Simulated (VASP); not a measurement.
# Fe (Im-3m) in VASP: single point with PBE

Aim: the single point of Fe with PBE.

Program: VASP 6.6.1. These are calculated values, not measurements. Logs are shortened: lines on timing, memory, paths and dates and some standing lists are left out, and cuts for length are marked.

## Step 1: The cell of the first run

It takes space group Im-3m (No. 229, cubic). The conventional cell has a = 2.866 Å, b = 2.866 Å, c = 2.866 Å, α = 90.00°, β = 90.00°, γ = 90.00°. Within 3.3 Å of Fe (site symmetry m-3m) lie 14 Fe at 2.48 to 2.87 Å.

## Step 2: Single point, PBE, collinear spin, ferromagnetic start

The input, INCAR:

```
SYSTEM = Fe
  PREC = Accurate
  ENCUT = 600
  EDIFF = 1E-6
  ISMEAR = -1
  SIGMA = 0.05
  LREAL = .FALSE.
  LASPH = .TRUE.
  NELM = 200
  ALGO = Normal
  ISIF = 2
  LWAVE = .FALSE.
  LCHARG = .FALSE.
  ISPIN = 2
  MAGMOM = 2.2
  LORBIT = 11
  LMAXMIX = 4
  GGA = PE
  NBANDS = 14
  GGA_COMPAT = .FALSE.
```

The input, KPOINTS:

```
regular mesh
0
G
  10 10 10
  0 0 0
```

The input, POSCAR:

```
Fe
1.0
   -1.4330000000      1.4330000000      1.4330000000
    1.4330000000     -1.4330000000      1.4330000000
    1.4330000000      1.4330000000     -1.4330000000
Fe
1
Direct
    0.0000000000      0.0000000000      0.0000000000
```

Potentials or basis: VASP PAW PBE potentials, release 64 (Fe).

Launch:

```bash
cat potpaw_PBE.64/Fe/POTCAR > POTCAR
mpirun -np 1 vasp_std > vasp.out
```

OUTCAR:

```text
SYSTEM = Fe
   PREC = Accurate
   ENCUT = 600
   EDIFF = 1E-6
   ISMEAR = -1
   LREAL = .FALSE.
   LASPH = .TRUE.
   NELM = 200
   ISIF = 2
   ISPIN = 2
   LORBIT = 11
   GGA = PE

 ion  position               nearest neighbor table
   1  0.000  0.000  0.000-

  LATTYP: Found a body centered cubic cell.
 ALAT       =     2.8660000000

  Lattice vectors:

 A1 = (  -1.4330000000,   1.4330000000,   1.4330000000)
 A2 = (   1.4330000000,  -1.4330000000,   1.4330000000)
 A3 = (   1.4330000000,   1.4330000000,  -1.4330000000)

Analysis of symmetry for initial positions (statically):
=====================================================================
 Subroutine PRICEL returns:
 Original cell was already a primitive cell.

 Routine SETGRP: Setting up the symmetry group for a
 body centered cubic supercell.

 Subroutine GETGRP returns: Found 48 space group operations
 (whereof 48 operations were pure point group operations)
 out of a pool of 48 trial point group operations.

The static configuration has the point symmetry O_h .

Analysis of symmetry for dynamics (positions and initial velocities):
=====================================================================
 Subroutine PRICEL returns:
 Original cell was already a primitive cell.

 Routine SETGRP: Setting up the symmetry group for a
 body centered cubic supercell.

 Subroutine GETGRP returns: Found 48 space group operations
 (whereof 48 operations were pure point group operations)
 out of a pool of 48 trial point group operations.

The dynamic configuration has the point symmetry O_h .

Analysis of structural, dynamic, and magnetic symmetry:
=====================================================================
 Subroutine PRICEL returns:
 Original cell was already a primitive cell.

 Routine SETGRP: Setting up the symmetry group for a
 body centered cubic supercell.

 Subroutine GETGRP returns: Found 48 space group operations
 (whereof 48 operations were pure point group operations)
 out of a pool of 48 trial point group operations.

The overall configuration has the point symmetry O_h .

 Subroutine INISYM returns: Found 48 space group operations
 (whereof 48 operations are pure point group operations),
 and found     1 'primitive' translations

----------------------------------------------------------------------------------------

                                     Primitive cell

  volume of cell :      11.7706

  direct lattice vectors                    reciprocal lattice vectors
    -1.433000000  1.433000000  1.433000000     0.000000000  0.348918353  0.348918353
     1.433000000 -1.433000000  1.433000000     0.348918353  0.000000000  0.348918353
     1.433000000  1.433000000 -1.433000000     0.348918353  0.348918353  0.000000000

  length of vectors
     2.482028807  2.482028807  2.482028807     0.493445067  0.493445067  0.493445067

  position of ions in fractional coordinates (direct lattice)
     0.000000000  0.000000000  0.000000000

  ion indices of the primitive-cell ions
   primitive index   ion index
                 1           1

----------------------------------------------------------------------------------------

 KPOINTS: regular mesh

Automatic generation of k-mesh.
 Grid dimensions read from file:
 generate k-points for:   10   10   10

 Generating k-lattice:

  Cartesian coordinates                     Fractional coordinates (reciprocal lattice)
     0.000000000  0.034891835  0.034891835     0.100000000  0.000000000  0.000000000
     0.034891835  0.000000000  0.034891835     0.000000000  0.100000000  0.000000000
     0.034891835  0.034891835  0.000000000     0.000000000  0.000000000  0.100000000

  Length of vectors
     0.049344507  0.049344507  0.049344507

  Shift w.r.t. Gamma in fractional coordinates (k-lattice)
     0.000000000  0.000000000  0.000000000

 Subroutine IBZKPT returns following result:
 ===========================================

 Found     47 irreducible k-points:

 Following reciprocal coordinates:
            Coordinates               Weight
  0.000000  0.000000  0.000000      1.000000
  0.100000  0.000000  0.000000     12.000000
  0.200000  0.000000  0.000000     12.000000
  0.300000  0.000000  0.000000     12.000000
  0.400000  0.000000  0.000000     12.000000
  0.500000  0.000000  0.000000      6.000000
[... 16 lines left out ...]
  0.300000  0.300000  0.100000      8.000000
 -0.300000  0.300000  0.100000     24.000000
 [... further k-points ...]
   k-points           NKPTS =     47   k-points in BZ     NKDIM =     47   number of bands    NBANDS=     14
   number of dos      NEDOS =    301   number of ions     NIONS =      1
   total plane-waves  NPLWV =   8000
   dimension x,y,z NGX =    20 NGY =   20 NGZ =   20
   dimension x,y,z NGXF=    40 NGYF=   40 NGZF=   40
   ions per type =               1
   NGX,Y,Z   is equivalent  to a cutoff of  13.40, 13.40, 13.40 a.u.
   NGXF,Y,Z  is equivalent  to a cutoff of  26.79, 26.79, 26.79 a.u.
 SYSTEM =  Fe
   PREC   = accura    normal or accurate (medium, high low for compatibility)
   ISTART =      0    job   : 0-new  1-cont  2-samecut
   ICHARG =      2    charge: 1-file 2-atom 10-const
   ISPIN  =      2    spin polarized calculation?
   LNONCOLLINEAR =      F non collinear calculations
   LSORBIT =      F    spin-orbit coupling
   LASPH  =      T    aspherical Exc in radial PAW
   ENCUT  =  600.0 eV  44.10 Ry    6.64 a.u.   4.96  4.96  4.96*2*pi/ulx,y,z
   NELM   =    200;   NELMIN=  2; NELMDL= -5     # of ELM steps
   EDIFF  = 0.1E-05   stopping-criterion for ELM
   LREAL  =      F    real-space projection
   EDIFFG = 0.1E-04   stopping-criterion for IOM
   NSW    =      0    number of steps for IOM
   IBRION =     -1    ionic relax: 0-MD 1-quasi-New 2-CG
   NFREE  =      0    steps in history (QN), initial steepest desc. (CG)
   ISIF   =      2    stress and relaxation
   ISYM   =      2    0-nonsym 1-usesym 2-fastsym
   POTIM  = 0.5000    time-step for ionic-motion
   TEBEG  =    0.0;   TEEND  =   0.0 temperature during run
   PSTRESS=    0.0 pullay stress
   NELECT =       8.0000    total number of electrons
   NUPDOWN=      -1.0000    fix difference up-down
   EMIN   =  10.00;   EMAX   =-10.00  energy-range for DOS
   EFERMI =   0.00;   METHOD = LEGACY
   ISMEAR =    -1;   SIGMA  =   0.05  broadening in eV -4-tet -1-fermi 0-gaus
   EFERMI_NEDOS =   21; number of points for ismear=-14 and -15
   IALGO  =     38    algorithm
   IMIX   =      4    mixing-type and parameters
     AMIX     =   0.40;   BMIX     =  1.00
     AMIX_MAG =   1.60;   BMIX_MAG =  1.00
  volume/ion in A,a.u.               =      11.77        79.43
  Fermi-wavevector in a.u.,A,eV,Ry     =   1.439368  2.720012 28.188298  2.071781
  Thomas-Fermi vector in A             =   2.558232
   LORBIT       =     11    0 simple, 1 ext, 2 COOP (PROOUT), +10 PAW based schemes
   GGA     = PE    functional components
   LHFCALC =     F    Hartree Fock is set to
   AEXX    =    0.0000 exact exchange contribution
   IVDW    =     0    specifies the selected vdW correction
   LEPSILON=     F    determine dielectric tensor
   LRPA    =     F    only Hartree local field effects (RPA)
 spin polarized calculation
  energy-cutoff  :      600.00
  volume of cell :       11.77
 maximum number of plane-waves:       410
   NGX =  9   NGY =  9   NGZ =  9

 number of electron       7.9999998 magnetization       2.1559109

 Free energy of the ion-electron system (eV)
  ---------------------------------------------------
  ext. energy  EPLUGINS =         0.00000000
  ---------------------------------------------------
  free energy    TOTEN  =        -8.23977568 eV

  energy without entropy =       -8.23170254  energy(sigma->0) =       -8.23573911

 E-fermi :   5.4300     XC(G=0): -12.9199

 val. band max:        5.4270814709   @ k =  -0.4000   0.5000   0.3000
 cond. band min:       5.4622572056   @ k =  -0.4000   0.4000   0.1000
 fundamental gap:      0.0351757347
 Fermi energy:         5.4299842820

 spin component 1

 k-point     1 :       0.0000    0.0000    0.0000
  band No.  band energies     occupation
      1      -2.7394      1.00000
      2       3.2368      1.00000
      3       3.2368      1.00000
      4       3.2368      1.00000
      5       4.3604      1.00000
      6       4.3604      1.00000
      7      30.1642      0.00000
      8      30.1642      0.00000
      9      30.1642      0.00000
     10      35.0119      0.00000
     11      35.0119      0.00000
     12      37.1235      0.00000
     13      37.1235      0.00000
     14      37.1241      0.00000
[... 375 lines left out ...]
 k-point    24 :      -0.3000    0.3000    0.1000
  band No.  band energies     occupation
      1       0.4008      1.00000
      2       2.7716      1.00000
      3       2.9863      1.00000
      4       4.0797      1.00000
      5       4.7514      1.00000
      6       4.8728      0.99999
      7      18.9006      0.00000
      8      24.7626      0.00000
      9      25.0382      0.00000
     10      31.3453      0.00000
     11      31.9139      0.00000
     12      34.6297      0.00000
     13      43.8030      0.00000
     14      43.8813      0.00000

 [... further k-points ...]

 spin component 2

 k-point     1 :       0.0000    0.0000    0.0000
  band No.  band energies     occupation
      1      -2.6224      1.00000
      2       5.1182      0.99804
      3       5.1184      0.99804
      4       5.1184      0.99804
      5       7.1058      0.00000
      6       7.1059      0.00000
      7      29.8537      0.00000
      8      29.8537      0.00000
      9      29.8537      0.00000
     10      35.1589      0.00000
     11      35.1589      0.00000
     12      37.7172      0.00000
     13      37.7172      0.00000
     14      37.7172      0.00000
[... 375 lines left out ...]
 k-point    24 :      -0.3000    0.3000    0.1000
  band No.  band energies     occupation
      1       0.8033      1.00000
      2       4.5315      1.00000
      3       4.7316      1.00000
      4       6.3804      0.00000
      5       6.7916      0.00000
      6       7.5206      0.00000
      7      19.6083      0.00000
      8      24.9653      0.00000
      9      25.5825      0.00000
     10      31.7236      0.00000
     11      32.3076      0.00000
     12      34.9771      0.00000
     13      44.0281      0.00000
     14      44.1659      0.00000

 [... further k-points ...]
[... 5 lines left out ...]
  --------------------------------------------------------------------------------------
  -------------------------------------------------------------------------------------
  Total       -0.6019923     -0.6019923     -0.6019923      0.0000000      0.0000000     -0.0000000
  in kB      -81.9413174    -81.9413174    -81.9413174      0.0000000      0.0000000     -0.0000000
  external PRESSURE =     -81.9413174 kB  Pullay stress =       0.0000000 kB

 VOLUME and BASIS-vectors are now :
 -----------------------------------------------------------------------------
  energy-cutoff  :      600.00
  volume of cell :       11.77
      direct lattice vectors                 reciprocal lattice vectors
    -1.433000000  1.433000000  1.433000000     0.000000000  0.348918353  0.348918353
     1.433000000 -1.433000000  1.433000000     0.348918353  0.000000000  0.348918353
     1.433000000  1.433000000 -1.433000000     0.348918353  0.348918353  0.000000000

 POSITION                                       TOTAL-FORCE (eV/Angst)
 -----------------------------------------------------------------------------------
      0.00000      0.00000      0.00000        -0.000000     -0.000000      0.000000
 -----------------------------------------------------------------------------------
    total drift:                                0.000000     -0.000000     -0.000000

  FREE ENERGIE OF THE ION-ELECTRON SYSTEM (eV)
  ---------------------------------------------------
  free  energy   TOTEN  =        -8.2397756791 eV

  energy  without entropy=       -8.2317025368  energy(sigma->0) =       -8.23573911

 total charge

# of ion       s       p       d       tot
------------------------------------------
    1        0.470   0.512   6.213   7.196

 magnetization (x)

# of ion       s       p       d       tot
------------------------------------------
    1       -0.016  -0.064   2.246   2.166
```

It took 16 s on 1 thread of AMD EPYC 7R43 (Zen 3), shared host; peak memory 0.1 GiB.

What came out:

* Free energy: -8.2398 eV
* Pressure: -8.2 GPa
* Net moment: 2.16 μB per cell
* Site moments: Fe +2.17 μB
* Valence electrons inside the program's atomic spheres: Fe 7.20

Caveat: the cell stands under tension.
